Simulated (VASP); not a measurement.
# PtSe2 (C2/m) in VASP: notebook

PtSe2 is run at these levels: PBEsol+D3(BJ); tasks: single point.

All numbers are computed with VASP 6.6.1; they aren't measurements. Logs are shortened: lines on timing, memory, paths and dates and some standing lists are left out, and cuts for length are marked.

## Step 1: The cell of the first run

The structure is monoclinic, space group C2/m (No. 12). Conventional cell: a = 5.505 Å, b = 3.739 Å, c = 4.630 Å, α = 90.00°, β = 90.00°, γ = 90.00°. Pt (site symmetry 2/m) has 6 Se at 2.23 to 2.43 Å within 2.9 Å. Se (site symmetry m) has 3 Pt at 2.23 to 2.43 Å and 1 Se at 2.80 Å within 2.9 Å.

## Step 2: Single point, PBEsol+D3(BJ) (normal strain along x +0.0000, normal strain along y -0.1500)

INCAR reads:

```
SYSTEM = PtSe2
  ALGO = Normal
  EDIFF = 1E-6
  ENCUT = 520
  GGA = PS
  ISIF = 2
  ISMEAR = 0
  IVDW = 12
  LASPH = .True.
  LCHARG = .False.
  LREAL = .False.
  LWAVE = .False.
  NBANDS = 18
  NELM = 100
  PREC = Accurate
  SIGMA = 0.15
```

KPOINTS reads:

```
k-points
0
Gamma
  12 12 8
  0 0 0
```

POSCAR reads:

```
PtSe2
1.0
    3.7388646046      0.0000000000      0.0000000000
   -1.8694323023      2.7522589696      0.0000000000
    0.0000000000      0.0000000000      4.6296715343
Pt Se
1 2
Direct
    0.0000000000      0.0000000000      0.0000000000
    0.3333333333      0.6666666667      0.2721511594
    0.6666666667      0.3333333333      0.7278488406
```

Potentials or basis: VASP PAW PBE potentials, release 64 (Pt, Se).

Command:

```bash
$ cat potpaw_PBE.64/Pt/POTCAR potpaw_PBE.64/Se/POTCAR > POTCAR
$ mpirun -np 1 vasp_std > vasp.out
```

OUTCAR:

```text
SYSTEM = PtSe2
   EDIFF = 1E-6
   ENCUT = 520
   GGA = PS
   ISIF = 2
   ISMEAR = 0
   IVDW = 12
   LASPH = .True.
   LREAL = .False.
   NELM = 100
   PREC = Accurate
 IVDW          = 12

 ion  position               nearest neighbor table
   1  0.000  0.000  0.000-   2 2.23   3 2.23   3 2.43   2 2.43   3 2.43   2 2.43
   2  0.333  0.667  0.272-   1 2.23   1 2.43   1 2.43
   3  0.667  0.333  0.728-   1 2.23   1 2.43   1 2.43

  Warning from LATTYP: Monoclinic adjustment (A1->A3, A2->A1, A3->A2)!
  LATTYP: Found a base centered orthorhombic cell.
 ALAT       =     3.7388646046
 B/A-ratio  =     1.4722431865
 C/A-ratio  =     1.2382560012

  Lattice vectors:

 A1 = (   1.8694323023,  -2.7522589696,   0.0000000000)
 A2 = (   1.8694323023,   2.7522589696,   0.0000000000)
 A3 = (   0.0000000000,   0.0000000000,   4.6296715343)

Analysis of symmetry for initial positions (statically):
=====================================================================
 Subroutine PRICEL returns:
 Original cell was already a primitive cell.

 Routine SETGRP: Setting up the symmetry group for a
 base centered orthorhombic supercell.

 Subroutine GETGRP returns: Found  4 space group operations
 (whereof  4 operations were pure point group operations)
 out of a pool of  8 trial point group operations.

The static configuration has the point symmetry C_2h.

Analysis of symmetry for dynamics (positions and initial velocities):
=====================================================================
 Subroutine PRICEL returns:
 Original cell was already a primitive cell.

 Routine SETGRP: Setting up the symmetry group for a
 base centered orthorhombic supercell.

 Subroutine GETGRP returns: Found  4 space group operations
 (whereof  4 operations were pure point group operations)
 out of a pool of  8 trial point group operations.

The dynamic configuration has the point symmetry C_2h.

 Subroutine INISYM returns: Found  4 space group operations
 (whereof  4 operations are pure point group operations),
 and found     1 'primitive' translations

----------------------------------------------------------------------------------------

                                     Primitive cell

  volume of cell :      47.6408

  direct lattice vectors                    reciprocal lattice vectors
     3.738864605  0.000000000  0.000000000     0.267460875  0.181668951  0.000000000
    -1.869432302  2.752258970  0.000000000     0.000000000  0.363337902  0.000000000
     0.000000000  0.000000000  4.629671534     0.000000000  0.000000000  0.215998045

  length of vectors
     3.738864605  3.327116855  4.629671534     0.323324802  0.363337902  0.215998045

  position of ions in fractional coordinates (direct lattice)
     0.000000000  0.000000000  0.000000000
     0.333333333  0.666666667  0.272151159
     0.666666667  0.333333333  0.727848841

  ion indices of the primitive-cell ions
   primitive index   ion index
                 1           1
                 2           2
                 3           3

----------------------------------------------------------------------------------------

 KPOINTS: k-points

Automatic generation of k-mesh.
 Grid dimensions read from file:
 generate k-points for:   12   12    8

 Generating k-lattice:

  Cartesian coordinates                     Fractional coordinates (reciprocal lattice)
     0.022288406  0.015139079  0.000000000     0.083333333  0.000000000  0.000000000
     0.000000000  0.030278159  0.000000000     0.000000000  0.083333333  0.000000000
     0.000000000  0.000000000  0.026999756     0.000000000  0.000000000  0.125000000

  Length of vectors
     0.026943734  0.030278159  0.026999756

  Shift w.r.t. Gamma in fractional coordinates (k-lattice)
     0.000000000  0.000000000  0.000000000

 Subroutine IBZKPT returns following result:
 ===========================================

 Found    320 irreducible k-points:

 Following reciprocal coordinates:
            Coordinates               Weight
  0.000000  0.000000  0.000000      1.000000
  0.083333 -0.000000  0.000000      4.000000
  0.166667  0.000000  0.000000      4.000000
  0.250000 -0.000000  0.000000      4.000000
  0.333333 -0.000000  0.000000      4.000000
  0.416667 -0.000000  0.000000      4.000000
[... 16 lines left out ...]
  0.333333  0.166667  0.000000      4.000000
  0.416667  0.166667  0.000000      4.000000
 [... further k-points ...]
   k-points           NKPTS =    320   k-points in BZ     NKDIM =    320   number of bands    NBANDS=     18
   number of dos      NEDOS =    301   number of ions     NIONS =      3
   total plane-waves  NPLWV =  28224
   dimension x,y,z NGX =    28 NGY =   28 NGZ =   36
   dimension x,y,z NGXF=    56 NGYF=   56 NGZF=   72
   ions per type =               1   2
   NGX,Y,Z   is equivalent  to a cutoff of  12.45, 13.99, 12.93 a.u.
   NGXF,Y,Z  is equivalent  to a cutoff of  24.90, 27.98, 25.85 a.u.
 SYSTEM =  PtSe2
   PREC   = accura    normal or accurate (medium, high low for compatibility)
   ISTART =      0    job   : 0-new  1-cont  2-samecut
   ICHARG =      2    charge: 1-file 2-atom 10-const
   ISPIN  =      1    spin polarized calculation?
   LNONCOLLINEAR =      F non collinear calculations
   LSORBIT =      F    spin-orbit coupling
   LASPH  =      T    aspherical Exc in radial PAW
   ENCUT  =  520.0 eV  38.22 Ry    6.18 a.u.   6.95  6.19  8.61*2*pi/ulx,y,z
   NELM   =    100;   NELMIN=  2; NELMDL= -5     # of ELM steps
   EDIFF  = 0.1E-05   stopping-criterion for ELM
   LREAL  =      F    real-space projection
   EDIFFG = 0.1E-04   stopping-criterion for IOM
   NSW    =      0    number of steps for IOM
   IBRION =     -1    ionic relax: 0-MD 1-quasi-New 2-CG
   NFREE  =      0    steps in history (QN), initial steepest desc. (CG)
   ISIF   =      2    stress and relaxation
   ISYM   =      2    0-nonsym 1-usesym 2-fastsym
   POTIM  = 0.5000    time-step for ionic-motion
   TEBEG  =    0.0;   TEEND  =   0.0 temperature during run
   PSTRESS=    0.0 pullay stress
   NELECT =      22.0000    total number of electrons
   NUPDOWN=      -1.0000    fix difference up-down
   EMIN   =  10.00;   EMAX   =-10.00  energy-range for DOS
   EFERMI =   0.00;   METHOD = LEGACY
   ISMEAR =     0;   SIGMA  =   0.15  broadening in eV -4-tet -1-fermi 0-gaus
   EFERMI_NEDOS =   21; number of points for ismear=-14 and -15
   IALGO  =     38    algorithm
   IMIX   =      4    mixing-type and parameters
     AMIX     =   0.40;   BMIX     =  1.00
     AMIX_MAG =   1.60;   BMIX_MAG =  1.00
  volume/ion in A,a.u.               =      15.88       107.17
  Fermi-wavevector in a.u.,A,eV,Ry     =   1.265385  2.391231 21.785635  1.601199
  Thomas-Fermi vector in A             =   2.398641
   LORBIT       =      0    0 simple, 1 ext, 2 COOP (PROOUT), +10 PAW based schemes
   GGA     = PS    functional components
   LHFCALC =     F    Hartree Fock is set to
   AEXX    =    0.0000 exact exchange contribution
   IVDW    =    12    specifies the selected vdW correction
   LEPSILON=     F    determine dielectric tensor
   LRPA    =     F    only Hartree local field effects (RPA)
 non-spin polarized calculation
 Gauss-broadening in eV      SIGMA  =   0.15
  energy-cutoff  :      520.00
  volume of cell :       47.64
 maximum number of plane-waves:      1302
   NGX = 13   NGY = 13   NGZ = 17

 number of electron      21.9999996 magnetization

 Free energy of the ion-electron system (eV)
  ---------------------------------------------------
  ext. energy  EPLUGINS =         0.00000000
  ---------------------------------------------------
  free energy    TOTEN  =       -14.00857538 eV

  energy without entropy =      -13.99813986  energy(sigma->0) =      -14.00335762

 E-fermi :   9.9264     XC(G=0): -12.1017

 val. band max:        9.9168036222   @ k =   0.4167   0.2500   0.1250
 cond. band min:       9.9320721931   @ k =  -0.3333   0.0833   0.2500
 fundamental gap:      0.0152685709
 Fermi energy:         9.9264130692

 k-point     1 :       0.0000    0.0000    0.0000
  band No.  band energies     occupation
      1      -7.9798      2.00000
      2      -3.5340      2.00000
      3       0.4419      2.00000
      4       1.8847      2.00000
      5       2.1552      2.00000
      6       4.5833      2.00000
[... 10 lines left out ...]
     17      19.0906      0.00000
     18      21.8160      0.00000

 k-point     2 :       0.0833   -0.0000    0.0000
  band No.  band energies     occupation
      1      -7.8817      2.00000
      2      -3.5997      2.00000
      3       0.5531      2.00000
      4       1.9634      2.00000
      5       2.1978      2.00000
      6       4.5061      2.00000
[... 10 lines left out ...]
     17      18.9598      0.00000
     18      20.2118      0.00000

 k-point     3 :       0.1667    0.0000    0.0000
  band No.  band energies     occupation
      1      -7.5946      2.00000
      2      -3.7818      2.00000
      3       0.8752      2.00000
      4       2.1625      2.00000
      5       2.3193      2.00000
      6       4.1962      2.00000
[... 10 lines left out ...]
     17      18.8462      0.00000
     18      19.1965      0.00000

 k-point     4 :       0.2500   -0.0000    0.0000
  band No.  band energies     occupation
      1      -7.1411      2.00000
      2      -4.0493      2.00000
      3       1.3649      2.00000
      4       2.2765      2.00000
      5       2.4971      2.00000
      6       3.6848      2.00000
[... 375 lines left out ...]
      4       2.2525      2.00000
      5       3.0671      2.00000
      6       3.1187      2.00000
[... 10 lines left out ...]
     17      18.9535      0.00000
     18      19.9925      0.00000

 k-point    23 :       0.3333    0.1667    0.0000
  band No.  band energies     occupation
      1      -5.4557      2.00000
      2      -4.9373      2.00000
      3       1.2438      2.00000
      4       2.2523      2.00000
      5       3.0074      2.00000
      6       3.6293      2.00000
[... 10 lines left out ...]
     17      19.4285      0.00000
     18      20.4060      0.00000

 k-point    24 :       0.4167    0.1667    0.0000
  band No.  band energies     occupation
      1      -5.4862      2.00000
      2      -4.8202      2.00000
      3       1.0742      2.00000
      4       2.0826      2.00000
      5       2.8816      2.00000
      6       4.0105      2.00000
[... 10 lines left out ...]
     17      19.7632      0.00000
     18      21.0068      0.00000

 [... further k-points ...]

------------------------ aborting loop because EDIFF is reached ----------------------------------------

 Edisp (eV)   -1.64734

 E8    (eV) :    -1.0731

  FORCE on cell =-STRESS in cart. coord.  units (eV):
  Direction    XX          YY          ZZ          XY          YZ          ZX
  --------------------------------------------------------------------------------------
  -------------------------------------------------------------------------------------
  Total       7.61908    21.49286     9.99312     0.00000     7.71129     0.00000
  in kB     256.23240   722.81239   336.07195     0.00000   259.33335     0.00000
  external pressure =      438.37 kB  Pullay stress =        0.00 kB

 VOLUME and BASIS-vectors are now :
 -----------------------------------------------------------------------------
  energy-cutoff  :      520.00
  volume of cell :       47.64
      direct lattice vectors                 reciprocal lattice vectors
     3.738864605  0.000000000  0.000000000     0.267460875  0.181668951  0.000000000
    -1.869432302  2.752258970  0.000000000     0.000000000  0.363337902  0.000000000
     0.000000000  0.000000000  4.629671534     0.000000000  0.000000000  0.215998045

 POSITION                                       TOTAL-FORCE (eV/Angst)
 -----------------------------------------------------------------------------------
      0.00000      0.00000      0.00000         0.000000      0.000000      0.000000
     -0.00000      1.83484      1.25997        -0.000000      2.256174      3.030953
      1.86943      0.91742      3.36970         0.000000     -2.256174     -3.030953
 -----------------------------------------------------------------------------------
    total drift:                               -0.000000     -0.000000     -0.000000

  FREE ENERGIE OF THE ION-ELECTRON SYSTEM (eV)
  ---------------------------------------------------
  free  energy   TOTEN  =       -15.6559159478 eV

  energy  without entropy=      -15.6454804296  energy(sigma->0) =      -15.65069819
```

It took 3.1 min on 1 thread of AMD EPYC 9R45 (Zen 5), shared host; peak memory 0.36 GiB.

What came out:

```
Free energy                : -15.6559 eV
Pressure                   : 43.8 GPa
Largest force              : 3.778 eV/Å
Band gap on the k mesh     : zero (band 11 reaches 10.93 eV, above the bottom of band 12 at 9.57 eV)
Dispersion energy per atom : -0.549 eV
```

Forces on the atoms (eV/Å):
```
Pt   0.000  0.000  0.000
Se   0.000  2.256  3.031
Se   0.000 -2.256 -3.031
```

Levels at points of the mesh, in eV from the Fermi level:
```
           k point  band 9  band 10  band 11  band 12  band 13  band 14
(0.00, 0.00, 0.00)   -1.43    -0.66     1.01     1.02     1.44     2.94
(0.50, 0.00, 0.00)   -3.69    -3.65    -3.17     0.28     3.56     6.22
(0.00, 0.50, 0.00)   -4.35    -4.04    -3.11     1.20     2.99     4.57
(0.00, 0.00, 0.50)   -2.33    -1.46    -1.37     2.81     3.11     4.60
(0.50, 0.00, 0.50)   -3.58    -2.30    -1.13     0.79     2.66     4.29
(0.00, 0.50, 0.50)   -4.04    -3.29    -2.10     0.02     2.16     3.95
```

Caveat: the cell differs from its parent crystal (normal strain along x +0.0000, normal strain along y -0.1500); the PAW data sets were made with another functional, which shifts forces and pressure a little; spin-orbit coupling is left out, which moves the levels of the heavy elements; pairwise dispersion overbinds metals, which lowers pressure and volume.

## Step 3: Single point, PBEsol+D3(BJ) (normal strain along x -0.1500, normal strain along y +0.0000)

INCAR reads:

```
SYSTEM = PtSe2
  ALGO = Normal
  EDIFF = 1E-6
  ENCUT = 520
  GGA = PS
  ISIF = 2
  ISMEAR = 0
  IVDW = 12
  LASPH = .TRUE.
  LCHARG = .FALSE.
  LREAL = .FALSE.
  LWAVE = .FALSE.
  NBANDS = 18
  NELM = 100
  PREC = Accurate
  SIGMA = 0.15
```

KPOINTS reads:

```
k-points
0
G
  12 12 8
  0 0 0
```

POSCAR reads:

```
PtSe2
1.0
    3.1780349139      0.0000000000      0.0000000000
   -1.5890174570      3.2379517289      0.0000000000
    0.0000000000      0.0000000000      4.6296715343
Pt Se
1 2
Direct
    0.0000000000      0.0000000000      0.0000000000
    0.3333333333      0.6666666667      0.2721511594
    0.6666666667      0.3333333333      0.7278488406
```

Potentials or basis: VASP PAW PBE potentials, release 64 (Pt, Se).

Command:

```bash
$ cat potpaw_PBE.64/Pt/POTCAR potpaw_PBE.64/Se/POTCAR > POTCAR
$ mpirun -np 1 vasp_std > vasp.out
```

It took 3 min on 1 thread of AMD EPYC 9R45 (Zen 5), shared host; peak memory 0.36 GiB.

Results (log left out):

```
Free energy                : -15.7308 eV
Pressure                   : 43.2 GPa
Largest force              : 3.317 eV/Å
Band gap on the k mesh     : zero (band 11 reaches 10.75 eV, above the bottom of band 12 at 9.58 eV)
Dispersion energy per atom : -0.549 eV
```

Forces on the atoms (eV/Å):
```
Pt   0.000  0.000  0.000
Se   0.000 -1.674  2.864
Se   0.000  1.674 -2.864
```

Stress tensor (GPa, compression positive):
```
 67.51   0.00   0.00
  0.00  29.80 -19.84
  0.00 -19.84  32.26
```

Levels at points of the mesh, in eV from the Fermi level:
```tsv
k point	band 9	band 10	band 11	band 12	band 13	band 14
(0.00, 0.00, 0.00)	-1.73	-0.27	0.83	0.94	1.80	2.79
(0.50, 0.00, 0.00)	-4.47	-4.02	-2.87	0.67	3.31	5.35
(0.00, 0.50, 0.00)	-4.06	-3.16	-3.12	0.17	3.91	6.42
(0.00, 0.00, 0.50)	-2.41	-1.41	-1.23	2.50	3.62	4.16
(0.50, 0.00, 0.50)	-3.50	-3.09	-1.73	0.24	2.64	3.99
(0.00, 0.50, 0.50)	-4.10	-1.70	-0.91	1.30	2.11	4.54
```

Caveat: the cell differs from its parent crystal (normal strain along x -0.1500, normal strain along y +0.0000); the PAW data sets were made with another functional, which shifts forces and pressure a little; spin-orbit coupling is left out, which moves the levels of the heavy elements; pairwise dispersion overbinds metals, which lowers pressure and volume.
